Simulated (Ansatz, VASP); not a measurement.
**One calculation of KMgF3, two programs**

```
K Mg F
1.0
     4.13370    0.00000    0.00000
     0.00000    4.13370    0.00000
     0.00000    0.00000    4.13370
K Mg F
1 1 3
Cartesian
  2.0669 2.0669 2.0669
  0.0000 0.0000 0.0000
  2.0669 0.0000 0.0000
  0.0000 2.0669 0.0000
  0.0000 0.0000 2.0669
```

Alike in both runs: task single point; functional PBE; k mesh 6 × 6 × 6; occupations gaussian, width 0.02 eV; no spin polarisation.

|  | VASP | Ansatz |
| --- | --- | --- |
| version | VASP 6.6.1 | Ansatz 0.2.0 |
| potentials or method | VASP PAW PBE potentials, release 64 (K_sv, Mg, F), cutoff 520 eV | scalar-relativistic, plane waves, PAW |
| valence electrons in the cell | 32 | 40 |

|  | VASP | Ansatz | Ansatz less VASP |
| --- | --- | --- | --- |
| gap on the k mesh at the Fermi level (eV) | 6.53 | 6.56 | +0.032 |
| least direct gap on the mesh (eV) | 6.84 | 6.87 | +0.029 |
| pressure (GPa) | -3.8 | -3.4 | +0.41 |

VASP's potentials hold 32 valence electrons a cell and Ansatz's 40, so a difference there can come from the potentials and not from the codes.
